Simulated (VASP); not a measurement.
Crystal: Rh.

```xyz
1
Lattice="0.0000 1.8979 1.8979 1.8979 0.0000 1.8979 1.8979 1.8979 0.0000" Properties=species:S:1:pos:R:3 pbc="T T T"
Rh    0.0000    0.0000    0.0000
```

Base run:

- Program: VASP 6.6.1
- Functional: BLYP
- Potentials or basis: VASP PAW PBE potentials, release 64 (Rh_pv)
- Cutoff: 500 eV
- k mesh: 14 × 14 × 14
- Occupations: methfessel-paxton, width 0.1 eV
- Spin: no spin polarisation

Its results: band gap on the k mesh zero (an odd number of electrons rules out a gap without spin polarisation); pressure 22.1 GPa.

Problem. The run is repeated on the same cell with these changes: functional from BLYP to RPBE. What comes out?

Solution. Band gap on the k mesh zero (an odd number of electrons rules out a gap without spin polarisation); pressure 12.6 GPa.

Caveats: the cell stands under pressure; the PAW data sets were made with another functional, which shifts forces and pressure a little.
